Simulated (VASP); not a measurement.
# Zn (Fd-3m) in VASP: single point with PBEsol

Aim: the single point of Zn with PBEsol.

Everything below comes from runs of VASP 6.6.1. Logs are shortened: lines on timing, memory, paths and dates and some standing lists are left out, and cuts for length are marked.

### Step 1. The cell of the first run

It takes space group Fd-3m (No. 227, cubic). Conventional cell: a = 5.625 Å, b = 5.625 Å, c = 5.625 Å, α = 90.00°, β = 90.00°, γ = 90.00°. Within 3.2 Å of Zn (site symmetry -43m) lie 4 Zn at 2.44 Å.

### Step 2. Single point, PBEsol

Contents of INCAR:

```
PREC = Accurate ; ENCUT = 500
EDIFF = 1E-6 ; ISMEAR = 0
SIGMA = 0.05 ; LREAL = F
LASPH = T ; NELM = 120
ALGO = Normal ; ISIF = 2
LWAVE = F ; LCHARG = F
GGA = PS ; NBANDS = 19
GGA_COMPAT = F
```

Contents of KPOINTS:

```
regular mesh
0
Gamma
  13 13 13
```

Contents of POSCAR:

```
Zn
1.0
    0.0000000000      2.8126690699      2.8126690699
    2.8126690699      0.0000000000      2.8126690699
    2.8126690699      2.8126690699      0.0000000000
Zn
2
Direct
    0.0000000000      0.0000000000      0.0000000000
    0.2500000000      0.2500000000      0.2500000000
```

Potentials or basis: VASP PAW PBE potentials, release 64 (Zn).

On the command line:

```console
$ cat potpaw_PBE.64/Zn/POTCAR > POTCAR
$ mpirun -np 1 vasp_std > vasp.out
```

OUTCAR:

```text
PREC = Accurate
   ENCUT = 500
   EDIFF = 1E-6
   ISMEAR = 0
   LREAL = F
   LASPH = T
   NELM = 120
   ISIF = 2
   GGA = PS

 ion  position               nearest neighbor table
   1  0.000  0.000  0.000-   2 2.44   2 2.44   2 2.44   2 2.44
   2  0.250  0.250  0.250-   1 2.44   1 2.44   1 2.44   1 2.44

  LATTYP: Found a face centered cubic cell.
 ALAT       =     5.6253381398

  Lattice vectors:

 A1 = (   0.0000000000,   2.8126690699,   2.8126690699)
 A2 = (   2.8126690699,   0.0000000000,   2.8126690699)
 A3 = (   2.8126690699,   2.8126690699,   0.0000000000)

Analysis of symmetry for initial positions (statically):
=====================================================================
 Subroutine PRICEL returns:
 Original cell was already a primitive cell.

 Routine SETGRP: Setting up the symmetry group for a
 face centered cubic supercell.

 Subroutine GETGRP returns: Found 48 space group operations
 (whereof 24 operations were pure point group operations)
 out of a pool of 48 trial point group operations.

The static configuration has the point symmetry T_d .
 The point group associated with its full space group is O_h .

Analysis of symmetry for dynamics (positions and initial velocities):
=====================================================================
 Subroutine PRICEL returns:
 Original cell was already a primitive cell.

 Routine SETGRP: Setting up the symmetry group for a
 face centered cubic supercell.

 Subroutine GETGRP returns: Found 48 space group operations
 (whereof 24 operations were pure point group operations)
 out of a pool of 48 trial point group operations.

The dynamic configuration has the point symmetry T_d .
 The point group associated with its full space group is O_h .

 Subroutine INISYM returns: Found 48 space group operations
 (whereof 24 operations are pure point group operations),
 and found     1 'primitive' translations

----------------------------------------------------------------------------------------

                                     Primitive cell

  volume of cell :      44.5027

  direct lattice vectors                    reciprocal lattice vectors
     0.000000000  2.812669070  2.812669070    -0.177767092  0.177767092  0.177767092
     2.812669070  0.000000000  2.812669070     0.177767092 -0.177767092  0.177767092
     2.812669070  2.812669070  0.000000000     0.177767092  0.177767092 -0.177767092

  length of vectors
     3.977714745  3.977714745  3.977714745     0.307901634  0.307901634  0.307901634

  position of ions in fractional coordinates (direct lattice)
     0.000000000  0.000000000  0.000000000
     0.250000000  0.250000000  0.250000000

  ion indices of the primitive-cell ions
   primitive index   ion index
                 1           1
                 2           2

----------------------------------------------------------------------------------------

 KPOINTS: regular mesh

Automatic generation of k-mesh.
 Grid dimensions read from file:
 generate k-points for:   13   13   13

 Generating k-lattice:

  Cartesian coordinates                     Fractional coordinates (reciprocal lattice)
    -0.013674392  0.013674392  0.013674392     0.076923077  0.000000000  0.000000000
     0.013674392 -0.013674392  0.013674392     0.000000000  0.076923077  0.000000000
     0.013674392  0.013674392 -0.013674392     0.000000000  0.000000000  0.076923077

  Length of vectors
     0.023684741  0.023684741  0.023684741

  Shift w.r.t. Gamma in fractional coordinates (k-lattice)
     0.000000000  0.000000000  0.000000000

 Subroutine IBZKPT returns following result:
 ===========================================

 Found     84 irreducible k-points:

 Following reciprocal coordinates:
            Coordinates               Weight
  0.000000  0.000000  0.000000      1.000000
  0.076923  0.000000  0.000000      8.000000
  0.153846  0.000000  0.000000      8.000000
  0.230769  0.000000  0.000000      8.000000
  0.307692  0.000000  0.000000      8.000000
  0.384615  0.000000  0.000000      8.000000
[... 16 lines left out ...]
  0.384615  0.153846  0.000000     24.000000
  0.461538  0.153846  0.000000     24.000000
 [... further k-points ...]
   k-points           NKPTS =     84   k-points in BZ     NKDIM =     84   number of bands    NBANDS=     19
   number of dos      NEDOS =    301   number of ions     NIONS =      2
   total plane-waves  NPLWV =  27000
   dimension x,y,z NGX =    30 NGY =   30 NGZ =   30
   dimension x,y,z NGXF=    60 NGYF=   60 NGZF=   60
   ions per type =               2
   NGX,Y,Z   is equivalent  to a cutoff of  12.54, 12.54, 12.54 a.u.
   NGXF,Y,Z  is equivalent  to a cutoff of  25.08, 25.08, 25.08 a.u.
 SYSTEM =  unknown system
   PREC   = accura    normal or accurate (medium, high low for compatibility)
   ISTART =      0    job   : 0-new  1-cont  2-samecut
   ICHARG =      2    charge: 1-file 2-atom 10-const
   ISPIN  =      1    spin polarized calculation?
   LNONCOLLINEAR =      F non collinear calculations
   LSORBIT =      F    spin-orbit coupling
   LASPH  =      T    aspherical Exc in radial PAW
   ENCUT  =  500.0 eV  36.75 Ry    6.06 a.u.   7.25  7.25  7.25*2*pi/ulx,y,z
   NELM   =    120;   NELMIN=  2; NELMDL= -5     # of ELM steps
   EDIFF  = 0.1E-05   stopping-criterion for ELM
   LREAL  =      F    real-space projection
   EDIFFG = 0.1E-04   stopping-criterion for IOM
   NSW    =      0    number of steps for IOM
   IBRION =     -1    ionic relax: 0-MD 1-quasi-New 2-CG
   NFREE  =      0    steps in history (QN), initial steepest desc. (CG)
   ISIF   =      2    stress and relaxation
   ISYM   =      2    0-nonsym 1-usesym 2-fastsym
   POTIM  = 0.5000    time-step for ionic-motion
   TEBEG  =    0.0;   TEEND  =   0.0 temperature during run
   PSTRESS=    0.0 pullay stress
   NELECT =      24.0000    total number of electrons
   NUPDOWN=      -1.0000    fix difference up-down
   EMIN   =  10.00;   EMAX   =-10.00  energy-range for DOS
   EFERMI =   0.00;   METHOD = LEGACY
   ISMEAR =     0;   SIGMA  =   0.05  broadening in eV -4-tet -1-fermi 0-gaus
   EFERMI_NEDOS =   21; number of points for ismear=-14 and -15
   IALGO  =     38    algorithm
   IMIX   =      4    mixing-type and parameters
     AMIX     =   0.40;   BMIX     =  1.00
     AMIX_MAG =   1.60;   BMIX_MAG =  1.00
  volume/ion in A,a.u.               =      22.25       150.16
  Fermi-wavevector in a.u.,A,eV,Ry     =   1.332549  2.518153 24.159696  1.775688
  Thomas-Fermi vector in A             =   2.461476
   LORBIT       =      0    0 simple, 1 ext, 2 COOP (PROOUT), +10 PAW based schemes
   GGA     = PS    functional components
   LHFCALC =     F    Hartree Fock is set to
   AEXX    =    0.0000 exact exchange contribution
   IVDW    =     0    specifies the selected vdW correction
   LEPSILON=     F    determine dielectric tensor
   LRPA    =     F    only Hartree local field effects (RPA)
 non-spin polarized calculation
 Gauss-broadening in eV      SIGMA  =   0.05
  energy-cutoff  :      500.00
  volume of cell :       44.50
 maximum number of plane-waves:      1143
 NGX is ok and might be reduce to    30
   NGX = 15   NGY = 15   NGZ = 15

 number of electron      23.9999989 magnetization

 Free energy of the ion-electron system (eV)
  ---------------------------------------------------
  ext. energy  EPLUGINS =         0.00000000
  ---------------------------------------------------
  free energy    TOTEN  =        -1.95690687 eV

  energy without entropy =       -1.95613442  energy(sigma->0) =       -1.95652065

 E-fermi :   0.5520     XC(G=0):  -9.5937

 val. band max:        0.5491605356   @ k =  -0.4615   0.3846   0.0000
 cond. band min:       0.6318877124   @ k =  -0.2308   0.1538   0.0000
 fundamental gap:      0.0827271767
 Fermi energy:         0.5520333801

 k-point     1 :       0.0000    0.0000    0.0000
  band No.  band energies     occupation
      1      -7.5201      2.00000
      2      -7.1717      2.00000
      3      -7.1717      2.00000
      4      -7.1717      2.00000
      5      -7.1235      2.00000
      6      -7.1235      2.00000
[... 11 lines left out ...]
     18       8.6708      0.00000
     19      10.0321      0.00000

 k-point     2 :       0.0769    0.0000    0.0000
  band No.  band energies     occupation
      1      -7.4484      2.00000
      2      -7.1936      2.00000
      3      -7.1936      2.00000
      4      -7.1698      2.00000
      5      -7.0940      2.00000
      6      -7.0940      2.00000
[... 11 lines left out ...]
     18       9.3129      0.00000
     19      10.6322      0.00000

 k-point     3 :       0.1538    0.0000    0.0000
  band No.  band energies     occupation
      1      -7.2631      2.00000
      2      -7.2178      2.00000
      3      -7.2178      2.00000
      4      -7.1537      2.00000
      5      -7.0505      2.00000
      6      -7.0505      2.00000
[... 11 lines left out ...]
     18      10.3445      0.00000
     19      11.4771      0.00000

 k-point     4 :       0.2308    0.0000    0.0000
  band No.  band energies     occupation
      1      -7.2288      2.00000
      2      -7.2288      2.00000
      3      -7.1792      2.00000
      4      -7.0174      2.00000
      5      -7.0174      2.00000
      6      -7.0038      2.00000
[... 11 lines left out ...]
     18      10.7697      0.00000
     19      11.7387      0.00000

 k-point     5 :       0.3077    0.0000    0.0000
  band No.  band energies     occupation
      1      -7.2264      2.00000
      2      -7.2264      2.00000
      3      -7.1651      2.00000
      4      -7.0040      2.00000
      5      -7.0040      2.00000
      6      -6.9007      2.00000
[... 11 lines left out ...]
     18      10.2856      0.00000
     19      12.8406      0.00000
[... 334 lines left out ...]
      2      -7.1823      2.00000
      3      -7.1798      2.00000
      4      -7.0328      2.00000
      5      -6.9888      2.00000
      6      -6.9458      2.00000
[... 11 lines left out ...]
     18      10.5971      0.00000
     19      12.8072      0.00000

 k-point    22 :       0.3077    0.1538    0.0000
  band No.  band energies     occupation
      1      -7.2865      2.00000
      2      -7.1883      2.00000
      3      -7.1777      2.00000
      4      -7.0021      2.00000
      5      -6.9145      2.00000
      6      -6.8901      2.00000
[... 11 lines left out ...]
     18      10.6617      0.00000
     19      12.9650      0.00000

 k-point    23 :       0.3846    0.1538    0.0000
  band No.  band energies     occupation
      1      -7.2852      2.00000
      2      -7.1931      2.00000
      3      -7.1667      2.00000
      4      -6.9804      2.00000
      5      -6.9090      2.00000
      6      -6.8729      2.00000
[... 11 lines left out ...]
     18      10.3220      0.00000
     19      12.6298      0.00000

 k-point    24 :       0.4615    0.1538    0.0000
  band No.  band energies     occupation
      1      -7.2804      2.00000
      2      -7.2024      2.00000
      3      -7.1451      2.00000
      4      -6.9617      2.00000
      5      -6.9256      2.00000
      6      -6.8806      2.00000
[... 11 lines left out ...]
     18      10.8178      0.00000
     19      12.5285      0.00000

 [... further k-points ...]
[... 5 lines left out ...]
  --------------------------------------------------------------------------------------
  -------------------------------------------------------------------------------------
  Total        0.2228140      0.2228140      0.2228140     -0.0000000     -0.0000000      0.0000000
  in kB        8.0217129      8.0217129      8.0217129     -0.0000000     -0.0000000      0.0000000
  external PRESSURE =       8.0217129 kB  Pullay stress =       0.0000000 kB

 VOLUME and BASIS-vectors are now :
 -----------------------------------------------------------------------------
  energy-cutoff  :      500.00
  volume of cell :       44.50
      direct lattice vectors                 reciprocal lattice vectors
     0.000000000  2.812669070  2.812669070    -0.177767092  0.177767092  0.177767092
     2.812669070  0.000000000  2.812669070     0.177767092 -0.177767092  0.177767092
     2.812669070  2.812669070  0.000000000     0.177767092  0.177767092 -0.177767092

 POSITION                                       TOTAL-FORCE (eV/Angst)
 -----------------------------------------------------------------------------------
      0.00000      0.00000      0.00000         0.000000      0.000000      0.000000
      1.40633      1.40633      1.40633        -0.000000     -0.000000     -0.000000
 -----------------------------------------------------------------------------------
    total drift:                                0.000000     -0.000000      0.000000

  FREE ENERGIE OF THE ION-ELECTRON SYSTEM (eV)
  ---------------------------------------------------
  free  energy   TOTEN  =        -1.9569068683 eV

  energy  without entropy=       -1.9561344217  energy(sigma->0) =       -1.95652065
```

It took 48 s on 1 thread of Intel Xeon 6975P-C (Granite Rapids), shared host; peak memory 0.19 GiB.

What came out:

```
Free energy            : -1.9569 eV
Pressure               : 0.8 GPa
Band gap on the k mesh : zero (band 12 reaches 6.19 eV, above the bottom of band 13 at -0.30 eV)
```

Levels at points of the mesh, in eV from the Fermi level:
| k point | band 9 | band 10 | band 11 | band 12 | band 13 | band 14 | band 15 | band 16 |
| --- | --- | --- | --- | --- | --- | --- | --- | --- |
| (0.00, 0.00, 0.00) | -7.02 | -6.77 | -6.77 | 5.64 | 5.64 | 5.64 | 7.08 | 7.08 |

Caveat: the PAW data sets were made with another functional, which shifts forces and pressure a little.
